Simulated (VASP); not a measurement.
# SiC (P6_3mc) in VASP: further runs, part 2 of 3

VASP 6.6.1. The steps go on from the part before.

## Step 3: Single point, r2SCAN+D4

This run uses another cell than the first one, of 10.75 Å³/atom.

File POSCAR:

```
SiC
1.0
    3.1164783262      0.0000000000      0.0000000000
   -1.5582391631      2.6989494007      0.0000000000
    0.0000000000      0.0000000000      5.1144286705
Si C
2 2
Direct
    0.6666666667      0.3333333333      0.5000000000
    0.3333333333      0.6666666667      0.0000000000
    0.6666666667      0.3333333333      0.8850000000
    0.3333333333      0.6666666667      0.3850000000
```

File INCAR.step1:

```
PREC = Accurate
ENCUT = 520
ISMEAR = -1
SIGMA = 0.05
LREAL = F
LASPH = T
NELM = 100
NBANDS = 16
GGA = PE
ALGO = Normal
EDIFF = 1E-4
LWAVE = T
LCHARG = F
```

File INCAR.step2:

```
PREC = Accurate
ENCUT = 520
EDIFF = 1E-6
ISMEAR = -1
SIGMA = 0.05
LREAL = F
LASPH = T
NELM = 100
ALGO = Normal
ISIF = 2
LWAVE = F
LCHARG = T
METAGGA = R2SCAN
LMIXTAU = T
IVDW = 13
VDW_S6 = 1.0
VDW_S8 = 0.6018749
VDW_A1 = 0.51559235
VDW_A2 = 5.77342911
LELF = T
LVHAR = T
NBANDS = 16
ISTART = 1
```

File KPOINTS:

```
regular mesh
0
Gamma
  10 10 5
```

Potentials or basis: VASP PAW PBE potentials, release 64 (Si, C).

Command:

```bash
$ cat potpaw_PBE.64/Si/POTCAR potpaw_PBE.64/C/POTCAR > POTCAR
$ cp INCAR.step1 INCAR
$ mpirun -np 1 vasp_std > vasp.out
$ cp INCAR.step2 INCAR
$ mpirun -np 1 vasp_std > vasp.out
```

OUTCAR:

```text
PREC = Accurate
   ENCUT = 520
   EDIFF = 1E-6
   ISMEAR = -1
   LREAL = F
   LASPH = T
   NELM = 100
   ISIF = 2
   METAGGA = R2SCAN
   IVDW = 13
   ISTART = 1

 ion  position               nearest neighbor table
   1  0.667  0.333  0.500-   4 1.89   4 1.89   4 1.89   3 1.97   2 3.13   2 3.13   2 3.13   2 3.13
                             2 3.13   2 3.13
   2  0.333  0.667  0.000-   3 1.89   3 1.89   3 1.89   4 1.97   1 3.13   1 3.13   1 3.13   1 3.13
                             1 3.13   1 3.13
   3  0.667  0.333  0.885-   2 1.89   2 1.89   2 1.89   1 1.97
[... 664 lines left out ...]
  Direction    XX          YY          ZZ          XY          YZ          ZX
  --------------------------------------------------------------------------------------
  -------------------------------------------------------------------------------------
  Total      -2.36237    -2.36237    -3.02605     0.00000     0.00000    -0.00000
  in kB     -87.98386   -87.98386  -112.70174     0.00000     0.00000    -0.00000
  external pressure =      -96.22 kB  Pullay stress =        0.00 kB

 VOLUME and BASIS-vectors are now :
 -----------------------------------------------------------------------------
  energy-cutoff  :      520.00
  volume of cell :       43.02
      direct lattice vectors                 reciprocal lattice vectors
     3.116478326  0.000000000  0.000000000     0.320875005  0.185257271  0.000000000
    -1.558239163  2.698949401  0.000000000     0.000000000  0.370514542  0.000000000
     0.000000000  0.000000000  5.114428670     0.000000000  0.000000000  0.195525261

 POSITION                                       TOTAL-FORCE (eV/Angst)
 -----------------------------------------------------------------------------------
      1.55824      0.89965      2.55721        -0.000000      0.000000      0.704327
     -0.00000      1.79930      0.00000         0.000000     -0.000000      0.704327
      1.55824      0.89965      4.52627         0.000000      0.000000     -0.704327
     -0.00000      1.79930      1.96906         0.000000     -0.000000     -0.704327
 -----------------------------------------------------------------------------------
    total drift:                               -0.000000     -0.000000      0.001228

  FREE ENERGIE OF THE ION-ELECTRON SYSTEM (eV)
  ---------------------------------------------------
  free  energy   TOTEN  =       -39.0352938237 eV

  energy  without entropy=      -39.0352938237  energy(sigma->0) =      -39.03529382
```

OUTCAR.step1:

```text
PREC = Accurate
   ENCUT = 520
   ISMEAR = -1
   LREAL = F
   LASPH = T
[... 688 lines left out ...]
      1.55824      0.89965      2.55721        -0.000000     -0.000000      0.693260
     -0.00000      1.79930      0.00000         0.000000     -0.000000      0.693260
      1.55824      0.89965      4.52627         0.000000      0.000000     -0.693260
     -0.00000      1.79930      1.96906        -0.000000     -0.000000     -0.693260
 -----------------------------------------------------------------------------------
    total drift:                               -0.000000      0.000000      0.001562

  FREE ENERGIE OF THE ION-ELECTRON SYSTEM (eV)
  ---------------------------------------------------
  free  energy   TOTEN  =       -30.0611577165 eV

  energy  without entropy=      -30.0611577164  energy(sigma->0) =      -30.06115772
```

Wall time 2.2 min (1 thread of Intel Xeon 8259CL, shared host); peak memory 0.17 GiB.

What came out:

```yaml
Free_energy: -39.0353 eV
Pressure: -9.6 GPa
Largest_force: 0.704 eV/Å
Band_gap_on_the_k_mesh: 2.91 eV (least direct gap 4.49 eV)
Dispersion_energy_per_atom: -0.119 eV
```

Forces on the atoms (eV/Å):
```
Si   0.000  0.000  0.704
Si   0.000  0.000  0.704
C    0.000  0.000 -0.704
C    0.000  0.000 -0.704
```

Caveat: the cell stands under tension; the PAW data sets were made with another functional, which shifts forces and pressure a little; an odd mesh through Γ misses points on the zone boundary, where band edges can lie.

## Step 4: Single point, r2SCAN+D4

This run uses another cell than the first one, of 10.96 Å³/atom.

File POSCAR:

```
SiC
1.0
    3.1363290418      0.0000000000      0.0000000000
   -1.5681645209      2.7161406248      0.0000000000
    0.0000000000      0.0000000000      5.1470055276
Si C
2 2
Direct
    0.6666666667      0.3333333333      0.5000000000
    0.3333333333      0.6666666667      0.0000000000
    0.6666666667      0.3333333333      0.8850000000
    0.3333333333      0.6666666667      0.3850000000
```

File INCAR.step1:

```
SYSTEM = SiC
ALGO = Normal
EDIFF = 1E-4
ENCUT = 520
GGA = PE
ISMEAR = -1
LASPH = .TRUE.
LCHARG = .FALSE.
LREAL = .FALSE.
LWAVE = .TRUE.
NBANDS = 16
NELM = 80
PREC = Accurate
SIGMA = 0.05
```

File INCAR.step2:

```
SYSTEM = SiC
ALGO = Normal
EDIFF = 1E-7
ENCUT = 520
ISIF = 2
ISMEAR = -1
ISTART = 1
IVDW = 13
LASPH = .TRUE.
LCHARG = .FALSE.
LMIXTAU = .TRUE.
LREAL = .FALSE.
LWAVE = .FALSE.
METAGGA = R2SCAN
NBANDS = 16
NELM = 80
PREC = Accurate
SIGMA = 0.05
VDW_A1 = 0.51559235
VDW_A2 = 5.77342911
VDW_S6 = 1.0
VDW_S8 = 0.6018749
```

File KPOINTS:

```
k-points
0
G
  10 10 5
  0 0 0
```

Command:

```bash
$ cat potpaw_PBE.64/Si/POTCAR potpaw_PBE.64/C/POTCAR > POTCAR
$ cp INCAR.step1 INCAR
$ mpirun -np 1 vasp_std > vasp.out
$ cp INCAR.step2 INCAR
$ mpirun -np 1 vasp_std > vasp.out
```

Wall time 2.4 min (1 thread of Intel Xeon 8259CL, shared host); peak memory 0.17 GiB.

The run converged. Its results:

* Free energy: -38.9767 eV
* Pressure: -13.1 GPa
* Largest force: 0.676 eV/Å
* Band gap on the k mesh: 2.89 eV (least direct gap 4.45 eV)
* Dispersion energy per atom: -0.118 eV

Forces in eV/Å, atoms in the order of the input:
```
Si   0.000  0.000  0.676
Si   0.000  0.000  0.676
C    0.000  0.000 -0.676
C    0.000  0.000 -0.676
```

Stress tensor (GPa, compression positive):
```
-12.51   0.00   0.00
  0.00 -12.51   0.00
  0.00   0.00 -14.32
```

Levels at points of the mesh, in eV from the valence-band top:
```
           k point  band 5  band 6  band 7  band 8  band 9  band 10  band 11  band 12
(0.00, 0.00, 0.00)   -1.62   -0.30   -0.30    0.00    4.64     5.91     6.65     6.65
(0.50, 0.00, 0.00)   -5.42   -3.60   -3.18   -1.55    2.89     4.53     6.84     7.48
```

Caveat: the cell stands under tension; the PAW data sets were made with another functional, which shifts forces and pressure a little; an odd mesh through Γ misses points on the zone boundary, where band edges can lie.

## Step 5: Single point, PBE-based screened hybrid with 25 % exact exchange

This run uses another cell than the first one, of 10.34 Å³/atom.

File POSCAR:

```
SiC
1.0
    3.0760000000      0.0000000000      0.0000000000
   -1.5380000000      2.6638941420      0.0000000000
    0.0000000000      0.0000000000      5.0480000000
Si C
2 2
Direct
    0.6666666667      0.3333333333      0.5000000000
    0.3333333333      0.6666666667      0.0000000000
    0.6666666667      0.3333333333      0.8850000000
    0.3333333333      0.6666666667      0.3850000000
```

File INCAR.step1:

```
ALGO = Normal ; EDIFF = 1E-5
ENCUT = 520 ; GGA = PE
ISIF = 2 ; ISMEAR = -1
LASPH = True ; LREAL = False
LWAVE = True ; NBANDS = 16
NELM = 60 ; PREC = Accurate
SIGMA = 0.05
```

File INCAR.step2:

```
AEXX = 0.25 ; ALGO = Normal
EDIFF = 1E-6 ; ENCUT = 520
GGA = PE ; HFSCREEN = 0.1
ISIF = 2 ; ISMEAR = -1
ISTART = 1 ; LASPH = True
LCHARG = True ; LELF = True
LHFCALC = True ; LREAL = False
LVHAR = True ; LWAVE = False
NBANDS = 16 ; NELM = 60
PREC = Accurate ; PRECFOCK = Normal
SIGMA = 0.05
```

File KPOINTS:

```
k-points
0
Gamma
  5 5 3
```

Potentials or basis: VASP PAW PBE potentials, release 64 (Si, C).

Command:

```bash
$ cat potpaw_PBE.64/Si/POTCAR potpaw_PBE.64/C/POTCAR > POTCAR
$ cp INCAR.step1 INCAR
$ mpirun -np 1 vasp_std > vasp.out
$ cp INCAR.step2 INCAR
$ mpirun -np 1 vasp_std > vasp.out
```

OUTCAR:

```text
AEXX = 0.25
   EDIFF = 1E-6
   ENCUT = 520
   GGA = PE
   HFSCREEN = 0.1
   ISIF = 2
   ISMEAR = -1
   ISTART = 1
   LASPH = True
   LHFCALC = True
   LREAL = False
   NELM = 60
   PREC = Accurate
   PRECFOCK = Normal

 ion  position               nearest neighbor table
   1  0.667  0.333  0.500-   4 1.87   4 1.87   4 1.87   3 1.94   2 3.09   2 3.09   2 3.09   2 3.09
                             2 3.09   2 3.09
   2  0.333  0.667  0.000-   3 1.87   3 1.87   3 1.87   4 1.94   1 3.09   1 3.09   1 3.09   1 3.09
                             1 3.09   1 3.09
   3  0.667  0.333  0.885-   2 1.87   2 1.87   2 1.87   1 1.94
   4  0.333  0.667  0.385-   1 1.87   1 1.87   1 1.87   2 1.94

  LATTYP: Found a hexagonal cell.
 ALAT       =     3.0760000000
 C/A-ratio  =     1.6410923277

  Lattice vectors:

 A1 = (   3.0760000000,   0.0000000000,   0.0000000000)
 A2 = (  -1.5380000000,   2.6638941420,   0.0000000000)
 A3 = (   0.0000000000,   0.0000000000,   5.0480000000)

Analysis of symmetry for initial positions (statically):
=====================================================================
 Subroutine PRICEL returns:
 Original cell was already a primitive cell.

 Routine SETGRP: Setting up the symmetry group for a
 hexagonal supercell.

 Subroutine GETGRP returns: Found 12 space group operations
 (whereof  6 operations were pure point group operations)
 out of a pool of 24 trial point group operations.

The static configuration has the point symmetry C_3v.
 The point group associated with its full space group is C_6v.

Analysis of symmetry for dynamics (positions and initial velocities):
=====================================================================
 Subroutine PRICEL returns:
 Original cell was already a primitive cell.

 Routine SETGRP: Setting up the symmetry group for a
 hexagonal supercell.

 Subroutine GETGRP returns: Found 12 space group operations
 (whereof  6 operations were pure point group operations)
 out of a pool of 24 trial point group operations.

The dynamic configuration has the point symmetry C_3v.
 The point group associated with its full space group is C_6v.

 Subroutine INISYM returns: Found 12 space group operations
 (whereof  6 operations are pure point group operations),
 and found     1 'primitive' translations

----------------------------------------------------------------------------------------

                                     Primitive cell

  volume of cell :      41.3640

  direct lattice vectors                    reciprocal lattice vectors
     3.076000000  0.000000000  0.000000000     0.325097529  0.187695146  0.000000000
    -1.538000000  2.663894142  0.000000000     0.000000000  0.375390292  0.000000000
     0.000000000  0.000000000  5.048000000     0.000000000  0.000000000  0.198098257

  length of vectors
     3.076000000  3.076000000  5.048000000     0.375390292  0.375390292  0.198098257

  position of ions in fractional coordinates (direct lattice)
     0.666666667  0.333333333  0.500000000
[... 45 lines left out ...]
  0.200000 -0.000000  0.333333     12.000000
  0.400000 -0.000000  0.333333     12.000000
  0.200000  0.200000  0.333333     12.000000
  0.400000  0.200000  0.333333     12.000000
   k-points           NKPTS =     10   k-points in BZ     NKDIM =     75   number of bands    NBANDS=     16
   number of dos      NEDOS =    301   number of ions     NIONS =      4
   total plane-waves  NPLWV =  23040
   dimension x,y,z NGX =    24 NGY =   24 NGZ =   40
   dimension x,y,z NGXF=    48 NGYF=   48 NGZF=   80
   ions per type =               2   2
   NGX,Y,Z   is equivalent  to a cutoff of  12.97, 12.97, 13.17 a.u.
   NGXF,Y,Z  is equivalent  to a cutoff of  25.94, 25.94, 26.35 a.u.
 SYSTEM =  unknown system
   PREC   = accura    normal or accurate (medium, high low for compatibility)
   ISTART =      1    job   : 0-new  1-cont  2-samecut
   ICHARG =      0    charge: 1-file 2-atom 10-const
   ISPIN  =      1    spin polarized calculation?
   LNONCOLLINEAR =      F non collinear calculations
   LSORBIT =      F    spin-orbit coupling
   LASPH  =      T    aspherical Exc in radial PAW
   ENCUT  =  520.0 eV  38.22 Ry    6.18 a.u.   5.72  5.72  9.39*2*pi/ulx,y,z
   NELM   =     60;   NELMIN=  2; NELMDL=  0     # of ELM steps
   EDIFF  = 0.1E-05   stopping-criterion for ELM
   LREAL  =      F    real-space projection
   EDIFFG = 0.1E-04   stopping-criterion for IOM
   NSW    =      0    number of steps for IOM
   IBRION =     -1    ionic relax: 0-MD 1-quasi-New 2-CG
   NFREE  =      0    steps in history (QN), initial steepest desc. (CG)
   ISIF   =      2    stress and relaxation
   ISYM   =      3    0-nonsym 1-usesym 2-fastsym
   POTIM  = 0.5000    time-step for ionic-motion
   TEBEG  =    0.0;   TEEND  =   0.0 temperature during run
   PSTRESS=    0.0 pullay stress
   NELECT =      16.0000    total number of electrons
   NUPDOWN=      -1.0000    fix difference up-down
   EMIN   =  10.00;   EMAX   =-10.00  energy-range for DOS
   EFERMI =   0.00;   METHOD = LEGACY
   ISMEAR =    -1;   SIGMA  =   0.05  broadening in eV -4-tet -1-fermi 0-gaus
   EFERMI_NEDOS =   21; number of points for ismear=-14 and -15
   IALGO  =     38    algorithm
   IMIX   =      1    mixing-type and parameters
     AMIX     =   0.40;   BMIX     =  1.00
     AMIX_MAG =   1.60;   BMIX_MAG =  1.00
  volume/ion in A,a.u.               =      10.34        69.78
  Fermi-wavevector in a.u.,A,eV,Ry     =   1.192817  2.254098 19.358549  1.422813
  Thomas-Fermi vector in A             =   2.328847
   LORBIT       =      0    0 simple, 1 ext, 2 COOP (PROOUT), +10 PAW based schemes
   GGA     = PE    functional components
   LHFCALC =     T    Hartree Fock is set to
   PRECFOCK=normal    Normal, Fast or Accurate (Low or Medium for compatibility)
   ENCUT4O =  -1.0   cutoff for four orbital integrals eV
   NKREDX  =     1    reduce k-point grid by
   NKREDY  =     1    reduce k-point grid by
   NKREDZ  =     1    reduce k-point grid by
   AEXX    =    0.2500 exact exchange contribution
   HFSCREEN=    0.1000 screening length (either q_TF or 0.3 A-1)
   HFSCREENC=   0.1000 screening length for correlation (either q_TF or 0.3 A-1)
   ENCUTFOCK=  -1.0 apply spherical cutoff to Coloumb kernel
   IVDW    =     0    specifies the selected vdW correction
   LEPSILON=     F    determine dielectric tensor
   LRPA    =     F    only Hartree local field effects (RPA)
 non-spin polarized calculation
  energy-cutoff  :      520.00
  volume of cell :       41.36
 maximum number of plane-waves:      1118
 NGX is ok and might be reduce to    24
  NGX = 18; NGY = 18; NGZ = 30

 number of electron      16.0000000 magnetization

 Free energy of the ion-electron system (eV)
  ---------------------------------------------------
  ext. energy  EPLUGINS =         0.00000000
  ---------------------------------------------------
  free energy    TOTEN  =       -35.87466735 eV

  energy without entropy =      -35.87466735  energy(sigma->0) =      -35.87466735

 E-fermi :   8.7305     XC(G=0):  -9.1598

 val. band max:        7.6639231741   @ k =   0.0000   0.0000   0.0000
 cond. band min:      11.7693227744   @ k =   0.4000  -0.0000   0.0000
 fundamental gap:      4.1053996003
 Fermi energy:         8.7305467250

 k-point     1 :       0.0000    0.0000    0.0000
  band No.  band energies     occupation
      1      -9.7471      2.00000
      2      -5.9606      2.00000
      3      -1.9386      2.00000
      4       5.9064      2.00000
      5       5.9064      2.00000
      6       7.3331      2.00000
[... 167 lines left out ...]
      3      -1.4068      2.00000
      4      -0.6772      2.00000
      5       1.6857      2.00000
      6       3.0316      2.00000
[... 8 lines left out ...]
     15      21.5875      0.00000
     16      22.2763      0.00000

------------------------ aborting loop because EDIFF is reached ----------------------------------------

  FORCE on cell =-STRESS in cart. coord.  units (eV):
  Direction    XX          YY          ZZ          XY          YZ          ZX
  --------------------------------------------------------------------------------------
  -------------------------------------------------------------------------------------
  Total       -0.0079963     -0.0079963     -1.2887164     -0.0000000      0.0000000     -0.0000000
  in kB       -0.3097239     -0.3097239    -49.9166344     -0.0000000      0.0000000     -0.0000000
  external PRESSURE =     -16.8453607 kB  Pullay stress =       0.0000000 kB

 VOLUME and BASIS-vectors are now :
 -----------------------------------------------------------------------------
  energy-cutoff  :      520.00
  volume of cell :       41.36
      direct lattice vectors                 reciprocal lattice vectors
     3.076000000  0.000000000  0.000000000     0.325097529  0.187695146  0.000000000
    -1.538000000  2.663894142  0.000000000     0.000000000  0.375390292  0.000000000
     0.000000000  0.000000000  5.048000000     0.000000000  0.000000000  0.198098257

 POSITION                                       TOTAL-FORCE (eV/Angst)
 -----------------------------------------------------------------------------------
      1.53800      0.88796      2.52400        -0.000000      0.000000      0.762775
     -0.00000      1.77593      0.00000        -0.000000     -0.000000      0.762775
      1.53800      0.88796      4.46748         0.000000     -0.000000     -0.762775
     -0.00000      1.77593      1.94348        -0.000000      0.000000     -0.762775
 -----------------------------------------------------------------------------------
    total drift:                                0.000000      0.000000     -0.000172

  FREE ENERGIE OF THE ION-ELECTRON SYSTEM (eV)
  ---------------------------------------------------
  free  energy   TOTEN  =       -35.8746673523 eV

  energy  without entropy=      -35.8746673523  energy(sigma->0) =      -35.87466735
```

Run time: 3.3 min. Hardware: 1 thread of AMD EPYC 9R45 (Zen 5), shared host; peak memory 0.22 GiB.

What came out:

```yaml
Free_energy: -35.8747 eV
Pressure: -1.7 GPa
Largest_force: 0.763 eV/Å
Band_gap_on_the_k_mesh: 4.11 eV (least direct gap 5.66 eV)
```

Forces in eV/Å, atoms in the order of the input:
```
Si   0.000  0.000  0.763
Si   0.000  0.000  0.763
C    0.000  0.000 -0.763
C    0.000  0.000 -0.763
```

Caveat: the k points lie up to 0.47 Å⁻¹ apart; the PAW data sets were made with another functional, which shifts forces and pressure a little; an odd mesh through Γ misses points on the zone boundary, where band edges can lie.

(Part 2 of 3 ends here.)
